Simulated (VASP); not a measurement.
Br: single point with PBE

The system is Br.

```xyz
6
Lattice="7.1386 0.0000 0.0000 -3.5693 6.1822 0.0000 0.0000 0.0000 5.1335" Properties=species:S:1:pos:R:3 pbc="T T T"
Br   -2.4670    4.2578    3.8501
Br    1.1154    1.9168    3.8501
Br    1.1023    1.9244    1.2834
Br    1.3516    6.1897    3.8501
Br    4.9209   -0.0075    1.2834
Br    4.6847    4.2654    1.2834
```

The cell was built from a structure type or drawn by symmetry, and may not be a known phase.

* Program: VASP 6.6.1
* Task: single point
* Functional: PBE
* Potentials or basis: VASP PAW PBE potentials, release 64 (Br)
* Cutoff: 520 eV
* k mesh: 3 × 3 × 4
* Occupations: gaussian, width 0.1 eV
* Spin: no spin polarisation

```yaml
Pressure: 0.1 GPa
Largest_force: 0.008 eV/Å
Band_gap_on_the_k_mesh: zero (bands 21 and 22 overlap by 1.62 eV)
```

Forces on the atoms (eV/Å):
```
Br   0.006  0.006  0.001
Br  -0.008  0.002  0.001
Br   0.006 -0.006 -0.001
Br   0.002 -0.008  0.001
Br   0.002  0.008 -0.001
Br  -0.008 -0.002 -0.001
```

Stress tensor (GPa, compression positive):
```
0.07 0.00 0.00
0.00 0.07 0.00
0.00 0.00 0.17
```

Levels at points of the mesh, in eV from the Fermi level:
| k point | band 18 | band 19 | band 20 | band 21 | band 22 | band 23 | band 24 | band 25 |
| --- | --- | --- | --- | --- | --- | --- | --- | --- |
| (0.00, 0.00, 0.00) | -0.38 | -0.16 | 0.39 | 0.39 | 4.23 | 4.32 | 4.32 | 5.15 |
| (0.00, 0.00, 0.50) | -1.34 | -1.34 | -1.34 | -0.89 | -0.89 | -0.89 | -0.89 | 6.53 |

It took 94 s on 1 thread of Intel(R) Xeon(R) Platinum 8488C (Sapphire Rapids), on a shared host, peak memory 0.3 GiB.
